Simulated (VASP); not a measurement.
Set up this calculation in VASP 6.6.1, as the native input.

- Task: single point
- Functional: PBE
- Potentials or basis: VASP PAW PBE potentials, release 64 (Si)
- Cutoff: 520 eV
- k mesh: 2 × 2 × 2
- Occupations: gaussian, width 0.05 eV
- Spin: no spin polarisation
- Dipole correction: no
- Further INCAR settings: LREAL = Auto; ALGO = Normal; EDIFF = 1e-06; NBANDS = 48

The structure of Si (a cell with a defect) lies in POSCAR:

```
Si
1.0
    0.0000000000      5.4300000000      5.4300000000
    5.4300000000      0.0000000000      5.4300000000
    5.4300000000      5.4300000000      0.0000000000
Si
17
Direct
    0.0084912523     -0.0026792818     -0.0031185083
    0.1251080110      0.1208225599      0.1290590239
    0.0042399632     -0.0095447514      0.5011629834
    0.1413238490      0.1204638122      0.6177641805
   -0.0054213628      0.4944953959      0.0164447514
    0.1251081952      0.6250247698      0.1290584715
    0.0042401473      0.5041569061      0.5011624309
    0.1190882136      0.6190046041      0.6429171271
    0.4974041436     -0.0026792818     -0.0031181400
    0.6327894107      0.1327063536      0.1018127993
    0.5097893186      0.0097062615      0.4708128913
    0.6205465009      0.1204630755      0.6177643646
    0.4974042357      0.5084081031     -0.0031187845
    0.6209057090      0.6250246777      0.1290591160
    0.4905387661      0.5041566298      0.5011630755
    0.6205471455      0.6412406998      0.6177639042
    0.7617119705      0.2616289134      0.7150445672
```

These files were run (other wordings do the same):

INCAR

```
PREC = Accurate
ENCUT = 520
EDIFF = 1E-6
ISMEAR = 0
SIGMA = 0.05
LREAL = Auto
LASPH = True
NELM = 60
ALGO = Normal
ISIF = 2
LWAVE = False
LCHARG = False
GGA = PE
NBANDS = 48
```

KPOINTS

```
Automatic mesh
0
Gamma
  2 2 2
```

Potentials or basis: VASP PAW PBE potentials, release 64 (Si).

The run is started by

```console
$ cat potpaw_PBE.64/Si/POTCAR > POTCAR
$ mpirun -np 1 vasp_std > vasp.out
```

Results of the run:

The pressure is 5.2 GPa, the largest force is 0.159 eV/Å and the band gap on the k mesh is zero (bands 34 and 35 overlap by 0.18 eV).

Caveat: the k points lie up to 0.50 Å⁻¹ apart.

Wall time 3.2 min on 1 thread of AMD EPYC 7R13 (shared host), peak memory 0.41 GiB.
